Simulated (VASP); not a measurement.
# Ag (Fm-3m) in VASP: further runs

Runs on Ag. Level: PBEsol. Tasks: single point.

Program: VASP 6.6.1. These are calculated values, not measurements. Logs are shortened: lines on timing, memory, paths and dates and some standing lists are left out, and cuts for length are marked.

## 1. The cell of the first run

Symmetry: Fm-3m, No. 225, cubic system. The conventional cell has a = 3.494 Å, b = 3.494 Å, c = 3.494 Å, α = 90.00°, β = 90.00°, γ = 90.00°. Within 3.3 Å of Ag (site symmetry m-3m) lie 12 Ag at 2.47 Å.

## 2. Single point, PBEsol (volume scaled by 0.64)

Input file INCAR:

```
SYSTEM = Ag
  PREC = Accurate
  ENCUT = 520
  EDIFF = 1E-6
  ISMEAR = -1
  SIGMA = 0.1
  LREAL = .False.
  LASPH = .True.
  NELM = 80
  ALGO = Normal
  ISIF = 2
  LWAVE = .False.
  LCHARG = .True.
  GGA = PS
  LELF = .True.
  LVHAR = .True.
  NBANDS = 12
```

Input file KPOINTS:

```
regular mesh
0
Gamma
  16 16 16
  0 0 0
```

Input file POSCAR:

```
Ag
1.0
    0.0000000000      1.7469443020      1.7469443020
    1.7469443020      0.0000000000      1.7469443020
    1.7469443020      1.7469443020      0.0000000000
Ag
1
Direct
    0.0000000000      0.0000000000      0.0000000000
```

Potentials or basis: VASP PAW PBE potentials, release 64 (Ag).

Run with:

```console
$ cat potpaw_PBE.64/Ag/POTCAR > POTCAR
$ mpirun -np 1 vasp_std > vasp.out
```

OUTCAR:

```text
SYSTEM = Ag
   PREC = Accurate
   ENCUT = 520
   EDIFF = 1E-6
   ISMEAR = -1
   LREAL = .False.
   LASPH = .True.
   NELM = 80
   ISIF = 2
   GGA = PS

 ion  position               nearest neighbor table
   1  0.000  0.000  0.000-

  LATTYP: Found a face centered cubic cell.
 ALAT       =     3.4938886040

  Lattice vectors:

 A1 = (   0.0000000000,   1.7469443020,   1.7469443020)
 A2 = (   1.7469443020,   0.0000000000,   1.7469443020)
 A3 = (   1.7469443020,   1.7469443020,   0.0000000000)

Analysis of symmetry for initial positions (statically):
=====================================================================
 Subroutine PRICEL returns:
 Original cell was already a primitive cell.

 Routine SETGRP: Setting up the symmetry group for a
 face centered cubic supercell.

 Subroutine GETGRP returns: Found 48 space group operations
 (whereof 48 operations were pure point group operations)
 out of a pool of 48 trial point group operations.

The static configuration has the point symmetry O_h .

Analysis of symmetry for dynamics (positions and initial velocities):
=====================================================================
 Subroutine PRICEL returns:
 Original cell was already a primitive cell.

 Routine SETGRP: Setting up the symmetry group for a
 face centered cubic supercell.

 Subroutine GETGRP returns: Found 48 space group operations
 (whereof 48 operations were pure point group operations)
 out of a pool of 48 trial point group operations.

The dynamic configuration has the point symmetry O_h .

 Subroutine INISYM returns: Found 48 space group operations
 (whereof 48 operations are pure point group operations),
 and found     1 'primitive' translations

----------------------------------------------------------------------------------------

                                     Primitive cell

  volume of cell :      10.6627

  direct lattice vectors                    reciprocal lattice vectors
     0.000000000  1.746944302  1.746944302    -0.286214048  0.286214048  0.286214048
     1.746944302  0.000000000  1.746944302     0.286214048 -0.286214048  0.286214048
     1.746944302  1.746944302  0.000000000     0.286214048  0.286214048 -0.286214048

  length of vectors
     2.470552325  2.470552325  2.470552325     0.495737273  0.495737273  0.495737273

  position of ions in fractional coordinates (direct lattice)
     0.000000000  0.000000000  0.000000000

  ion indices of the primitive-cell ions
   primitive index   ion index
                 1           1

----------------------------------------------------------------------------------------

 KPOINTS: regular mesh

Automatic generation of k-mesh.
 Grid dimensions read from file:
 generate k-points for:   16   16   16

 Generating k-lattice:

  Cartesian coordinates                     Fractional coordinates (reciprocal lattice)
    -0.017888378  0.017888378  0.017888378     0.062500000  0.000000000  0.000000000
     0.017888378 -0.017888378  0.017888378     0.000000000  0.062500000  0.000000000
     0.017888378  0.017888378 -0.017888378     0.000000000  0.000000000  0.062500000

  Length of vectors
     0.030983580  0.030983580  0.030983580

  Shift w.r.t. Gamma in fractional coordinates (k-lattice)
     0.000000000  0.000000000  0.000000000

 Subroutine IBZKPT returns following result:
 ===========================================

 Found    145 irreducible k-points:

 Following reciprocal coordinates:
            Coordinates               Weight
  0.000000  0.000000  0.000000      1.000000
  0.062500  0.000000  0.000000      8.000000
  0.125000  0.000000  0.000000      8.000000
  0.187500  0.000000  0.000000      8.000000
  0.250000  0.000000  0.000000      8.000000
  0.312500  0.000000  0.000000      8.000000
[... 16 lines left out ...]
 -0.125000  0.062500  0.000000     24.000000
 -0.062500  0.062500  0.000000     12.000000
 [... further k-points ...]
   k-points           NKPTS =    145   k-points in BZ     NKDIM =    145   number of bands    NBANDS=     12
   number of dos      NEDOS =    301   number of ions     NIONS =      1
   total plane-waves  NPLWV =   5832
   dimension x,y,z NGX =    18 NGY =   18 NGZ =   18
   dimension x,y,z NGXF=    36 NGYF=   36 NGZF=   36
   ions per type =               1
   NGX,Y,Z   is equivalent  to a cutoff of  12.11, 12.11, 12.11 a.u.
   NGXF,Y,Z  is equivalent  to a cutoff of  24.22, 24.22, 24.22 a.u.
 SYSTEM =  Ag
   PREC   = accura    normal or accurate (medium, high low for compatibility)
   ISTART =      0    job   : 0-new  1-cont  2-samecut
   ICHARG =      2    charge: 1-file 2-atom 10-const
   ISPIN  =      1    spin polarized calculation?
   LNONCOLLINEAR =      F non collinear calculations
   LSORBIT =      F    spin-orbit coupling
   LASPH  =      T    aspherical Exc in radial PAW
   ENCUT  =  520.0 eV  38.22 Ry    6.18 a.u.   4.59  4.59  4.59*2*pi/ulx,y,z
   NELM   =     80;   NELMIN=  2; NELMDL= -5     # of ELM steps
   EDIFF  = 0.1E-05   stopping-criterion for ELM
   LREAL  =      F    real-space projection
   EDIFFG = 0.1E-04   stopping-criterion for IOM
   NSW    =      0    number of steps for IOM
   IBRION =     -1    ionic relax: 0-MD 1-quasi-New 2-CG
   NFREE  =      0    steps in history (QN), initial steepest desc. (CG)
   ISIF   =      2    stress and relaxation
   ISYM   =      2    0-nonsym 1-usesym 2-fastsym
   POTIM  = 0.5000    time-step for ionic-motion
   TEBEG  =    0.0;   TEEND  =   0.0 temperature during run
   PSTRESS=    0.0 pullay stress
   NELECT =      11.0000    total number of electrons
   NUPDOWN=      -1.0000    fix difference up-down
   EMIN   =  10.00;   EMAX   =-10.00  energy-range for DOS
   EFERMI =   0.00;   METHOD = LEGACY
   ISMEAR =    -1;   SIGMA  =   0.10  broadening in eV -4-tet -1-fermi 0-gaus
   EFERMI_NEDOS =   21; number of points for ismear=-14 and -15
   IALGO  =     38    algorithm
   IMIX   =      4    mixing-type and parameters
     AMIX     =   0.40;   BMIX     =  1.00
     AMIX_MAG =   1.60;   BMIX_MAG =  1.00
  volume/ion in A,a.u.               =      10.66        71.96
  Fermi-wavevector in a.u.,A,eV,Ry     =   1.654182  3.125951 37.229875  2.736319
  Thomas-Fermi vector in A             =   2.742493
   LORBIT       =      0    0 simple, 1 ext, 2 COOP (PROOUT), +10 PAW based schemes
   GGA     = PS    functional components
   LHFCALC =     F    Hartree Fock is set to
   AEXX    =    0.0000 exact exchange contribution
   IVDW    =     0    specifies the selected vdW correction
   LEPSILON=     F    determine dielectric tensor
   LRPA    =     F    only Hartree local field effects (RPA)
 non-spin polarized calculation
  energy-cutoff  :      520.00
  volume of cell :       10.66
 maximum number of plane-waves:       302
   NGX =  9   NGY =  9   NGZ =  9

 number of electron      11.0000004 magnetization

 Free energy of the ion-electron system (eV)
  ---------------------------------------------------
  ext. energy  EPLUGINS =         0.00000000
  ---------------------------------------------------
  free energy    TOTEN  =        -1.19367107 eV

  energy without entropy =       -1.18524065  energy(sigma->0) =       -1.18945586

 E-fermi :  17.2502     XC(G=0): -15.4353

 val. band max:       17.2424529628   @ k =   0.5000   0.2500   0.1250
 cond. band min:      17.2637453864   @ k =  -0.1875   0.3125   0.1250
 fundamental gap:      0.0212924236
 Fermi energy:        17.2502295781

 k-point     1 :       0.0000    0.0000    0.0000
  band No.  band energies     occupation
      1       4.8084      2.00000
      2       9.5476      2.00000
      3       9.5476      2.00000
      4       9.5476      2.00000
      5      11.8978      2.00000
      6      11.8978      2.00000
      7      32.7257      0.00000
      8      39.2405      0.00000
      9      39.2405      0.00000
     10      39.2405      0.00000
     11      45.7287      0.00000
     12      51.8625      0.00000

 k-point     2 :       0.0625    0.0000    0.0000
  band No.  band energies     occupation
      1       4.9927      2.00000
      2       9.4730      2.00000
      3       9.6184      2.00000
      4       9.6184      2.00000
      5      11.8599      2.00000
      6      11.8599      2.00000
      7      32.9847      0.00000
      8      38.2007      0.00000
      9      39.5075      0.00000
     10      39.5075      0.00000
     11      46.8217      0.00000
     12      51.1335      0.00000

 k-point     3 :       0.1250    0.0000    0.0000
  band No.  band energies     occupation
      1       5.5070      2.00000
      2       9.3079      2.00000
      3       9.7948      2.00000
      4       9.7948      2.00000
      5      11.7891      2.00000
      6      11.7891      2.00000
      7      33.6461      0.00000
      8      36.1782      0.00000
      9      40.2760      0.00000
     10      40.2760      0.00000
     11      47.2609      0.00000
     12      50.0921      0.00000

 k-point     4 :       0.1875    0.0000    0.0000
  band No.  band energies     occupation
      1       6.1862      2.00000
      2       9.2612      2.00000
      3       9.9567      2.00000
      4       9.9567      2.00000
      5      11.8194      2.00000
      6      11.8194      2.00000
      7      33.8371      0.00000
      8      34.4962      0.00000
      9      41.4427      0.00000
     10      41.4427      0.00000
     11      45.5432      0.00000
     12      47.8204      0.00000

 k-point     5 :       0.2500    0.0000    0.0000
  band No.  band energies     occupation
      1       6.6436      2.00000
      2       9.7555      2.00000
      3       9.9585      2.00000
      4       9.9585      2.00000
      5      12.1001      2.00000
      6      12.1001      2.00000
      7      31.6806      0.00000
      8      34.5093      0.00000
      9      42.7313      0.00000
     10      42.7313      0.00000
     11      44.8592      0.00000
     12      45.5434      0.00000

 k-point     6 :       0.3125    0.0000    0.0000
  band No.  band energies     occupation
      1       6.6649      2.00000
      2       9.8132      2.00000
      3       9.8132      2.00000
      4      10.9994      2.00000
      5      12.5945      2.00000
      6      12.5945      2.00000
      7      29.3383      0.00000
      8      33.8131      0.00000
      9      42.4564      0.00000
     10      42.4564      0.00000
     11      45.1360      0.00000
     12      45.1360      0.00000

 k-point     7 :       0.3750    0.0000    0.0000
  band No.  band energies     occupation
      1       6.5023      2.00000
      2       9.6344      2.00000
      3       9.6344      2.00000
      4      12.6493      2.00000
      5      13.1286      2.00000
      6      13.1286      2.00000
      7      26.9623      0.00000
      8      32.9316      0.00000
      9      40.8318      0.00000
     10      40.8318      0.00000
     11      46.3939      0.00000
     12      46.3939      0.00000

 k-point     8 :       0.4375    0.0000    0.0000
  band No.  band energies     occupation
      1       6.3550      2.00000
      2       9.5017      2.00000
      3       9.5017      2.00000
      4      13.5337      2.00000
      5      13.5337      2.00000
      6      14.2169      2.00000
      7      24.9384      0.00000
      8      32.3172      0.00000
      9      39.6735      0.00000
     10      39.6735      0.00000
     11      47.4078      0.00000
     12      47.4078      0.00000
[... 166 lines left out ...]
 k-point    20 :      -0.3125    0.0625    0.0000
  band No.  band energies     occupation
      1       6.7602      2.00000
      2       9.6872      2.00000
      3       9.8394      2.00000
      4      11.0159      2.00000
      5      12.4384      2.00000
      6      13.6559      2.00000
      7      28.6241      0.00000
      8      33.6450      0.00000
      9      39.8745      0.00000
     10      42.8380      0.00000
     11      44.3618      0.00000
     12      46.1831      0.00000

 k-point    21 :      -0.2500    0.0625    0.0000
  band No.  band energies     occupation
      1       6.8464      2.00000
      2       9.6669      2.00000
      3      10.0204      2.00000
      4      10.0498      2.00000
      5      11.8630      2.00000
      6      12.8728      2.00000
      7      31.0223      0.00000
      8      34.4543      0.00000
      9      40.8057      0.00000
     10      42.9316      0.00000
     11      44.4411      0.00000
     12      45.4928      0.00000

 k-point    22 :      -0.1875    0.0625    0.0000
  band No.  band energies     occupation
      1       6.5431      2.00000
      2       9.1331      2.00000
      3      10.0511      2.00000
      4      10.0784      2.00000
      5      11.5137      2.00000
      6      12.3162      2.00000
      7      33.2506      0.00000
      8      34.6934      0.00000
      9      40.3921      0.00000
     10      42.8965      0.00000
     11      43.6970      0.00000
     12      48.0804      0.00000

 k-point    23 :      -0.1250    0.0625    0.0000
  band No.  band energies     occupation
      1       5.8811      2.00000
      2       9.1312      2.00000
      3       9.9201      2.00000
      4       9.9693      2.00000
      5      11.5136      2.00000
      6      12.0280      2.00000
      7      34.0754      0.00000
      8      35.4213      0.00000
      9      39.6330      0.00000
     10      41.4017      0.00000
     11      45.8860      0.00000
     12      49.2763      0.00000

 k-point    24 :      -0.0625    0.0625    0.0000
  band No.  band energies     occupation
      1       5.2896      2.00000
      2       9.3289      2.00000
      3       9.7145      2.00000
      4       9.7754      2.00000
      5      11.6891      2.00000
      6      11.9293      2.00000
      7      33.3864      0.00000
      8      37.1992      0.00000
      9      39.3019      0.00000
     10      40.2328      0.00000
     11      47.6493      0.00000
     12      50.1343      0.00000

 [... further k-points ...]
[... 5 lines left out ...]
  --------------------------------------------------------------------------------------
  -------------------------------------------------------------------------------------
  Total       12.1366708     12.1366708     12.1366708      0.0000000      0.0000000     -0.0000000
  in kB     1823.6562717   1823.6562717   1823.6562717      0.0000000      0.0000000     -0.0000000
  external PRESSURE =    1823.6562717 kB  Pullay stress =       0.0000000 kB

 VOLUME and BASIS-vectors are now :
 -----------------------------------------------------------------------------
  energy-cutoff  :      520.00
  volume of cell :       10.66
      direct lattice vectors                 reciprocal lattice vectors
     0.000000000  1.746944302  1.746944302    -0.286214048  0.286214048  0.286214048
     1.746944302  0.000000000  1.746944302     0.286214048 -0.286214048  0.286214048
     1.746944302  1.746944302  0.000000000     0.286214048  0.286214048 -0.286214048

 POSITION                                       TOTAL-FORCE (eV/Angst)
 -----------------------------------------------------------------------------------
      0.00000      0.00000      0.00000        -0.000000     -0.000000     -0.000000
 -----------------------------------------------------------------------------------
    total drift:                                0.000000     -0.000000     -0.000000

  FREE ENERGIE OF THE ION-ELECTRON SYSTEM (eV)
  ---------------------------------------------------
  free  energy   TOTEN  =        -1.1936710674 eV

  energy  without entropy=       -1.1852406550  energy(sigma->0) =       -1.18945586
```

Run time: 12 s. Hardware: 1 thread of Intel Xeon Platinum 8375C at 2.90GHz (Ice Lake), shared host; peak memory 0.13 GiB.

What came out:

```
Free energy : -1.1937 eV
Pressure    : 182.4 GPa
```

Levels at points of the mesh, in eV from the Fermi level:
| k point | band 2 | band 3 | band 4 | band 5 | band 6 | band 7 | band 8 | band 9 | band 10 | band 11 |
| --- | --- | --- | --- | --- | --- | --- | --- | --- | --- | --- |
| (0.00, 0.00, 0.00) | -7.70 | -7.70 | -7.70 | -5.35 | -5.35 | 15.48 | 21.99 | 21.99 | 21.99 | 28.48 |
| (0.50, 0.00, 0.00) | -7.80 | -7.80 | -3.57 | -3.57 | -2.31 | 6.81 | 14.85 | 22.01 | 22.01 | 30.53 |
| (0.50, 0.50, 0.00) | -10.96 | -3.61 | -3.08 | -3.08 | 0.76 | 11.08 | 12.58 | 12.58 | 23.86 | 24.00 |

Caveat: the PAW data sets were made with another functional, which shifts forces and pressure a little.

## 3. Single point, PBEsol (volume scaled by 0.72)

Input file INCAR:

```
SYSTEM = Ag
ALGO = Normal
EDIFF = 1E-6
ENCUT = 520
GGA = PS
ISIF = 2
ISMEAR = -1
LASPH = .TRUE.
LCHARG = .TRUE.
LELF = .TRUE.
LREAL = .FALSE.
LVHAR = .TRUE.
LWAVE = .FALSE.
NBANDS = 12
NELM = 100
PREC = Accurate
SIGMA = 0.1
```

Input file KPOINTS:

```
k-points
0
G
  16 16 16
  0 0 0
```

Input file POSCAR:

```
Ag
1.0
    0.0000000000      1.8168952911      1.8168952911
    1.8168952911      0.0000000000      1.8168952911
    1.8168952911      1.8168952911      0.0000000000
Ag
1
Direct
    0.0000000000      0.0000000000      0.0000000000
```

Potentials or basis: VASP PAW PBE potentials, release 64 (Ag).

Run with:

```console
$ cat potpaw_PBE.64/Ag/POTCAR > POTCAR
$ mpirun -np 1 vasp_std > vasp.out
```

Run time: 14 s. Hardware: 1 thread of Intel Xeon Platinum 8375C at 2.90GHz (Ice Lake), shared host; peak memory 0.14 GiB.

It converged, with:

```yaml
Free_energy: -2.3228 eV
Pressure: 97.2 GPa
```

Levels at points of the mesh, in eV from the Fermi level:
```tsv
k point	band 2	band 3	band 4	band 5	band 6	band 7	band 8	band 9	band 10	band 11
(0.00, 0.00, 0.00)	-6.69	-6.69	-6.69	-4.76	-4.76	15.96	21.69	21.69	21.69	27.67
(0.50, 0.00, 0.00)	-6.76	-6.76	-3.30	-3.30	-1.74	5.87	15.28	21.15	21.15	28.41
(0.50, 0.50, 0.00)	-9.40	-3.34	-2.91	-2.91	1.01	9.84	12.19	12.19	21.96	22.21
```

Caveat: the PAW data sets were made with another functional, which shifts forces and pressure a little.

## 4. Single point, PBEsol (volume scaled by 0.8)

Input file INCAR:

```
PREC     = Accurate       # precision mode
ENCUT    = 520            # plane-wave cutoff, eV
EDIFF    = 1E-6           # SCF threshold, eV
ISMEAR   = -1             # smearing method
SIGMA    = 0.1            # smearing width, eV
LREAL    = False          # projectors in reciprocal space
LASPH    = True           # aspherical terms in the spheres
NELM     = 60             # most SCF steps
ALGO     = Normal         # electronic algorithm
ISIF     = 2              # what is computed and relaxed
LWAVE    = False          # write WAVECAR
LCHARG   = False          # write CHGCAR
GGA      = PS             # functional
NBANDS   = 12             # bands
```

Input file KPOINTS:

```
regular mesh
0
Gamma
  16 16 16
```

Input file POSCAR:

```
Ag
1.0
    0.0000000000      1.8818387028      1.8818387028
    1.8818387028      0.0000000000      1.8818387028
    1.8818387028      1.8818387028      0.0000000000
Ag
1
Direct
    0.0000000000      0.0000000000      0.0000000000
```

Run with:

```console
$ cat potpaw_PBE.64/Ag/POTCAR > POTCAR
$ mpirun -np 1 vasp_std > vasp.out
```

Run time: 14 s. Hardware: 1 thread of Intel Xeon Platinum 8375C at 2.90GHz (Ice Lake), shared host; peak memory 0.14 GiB.

The run converged. Its results:

```
Free energy : -2.9142 eV
Pressure    : 49.2 GPa
```

Levels at points of the mesh, in eV from the Fermi level:
```tsv
k point	band 4	band 5	band 6	band 7	band 8	band 9
(0.00, 0.00, 0.00)	-5.95	-4.34	-4.34	16.17	21.23	21.23
(0.50, 0.00, 0.00)	-3.12	-3.12	-1.28	5.12	15.45	20.24
(0.50, 0.50, 0.00)	-2.80	-2.80	1.22	8.83	11.77	11.77
```

Caveat: the PAW data sets were made with another functional, which shifts forces and pressure a little.

(Part 1 of 2 ends here.)
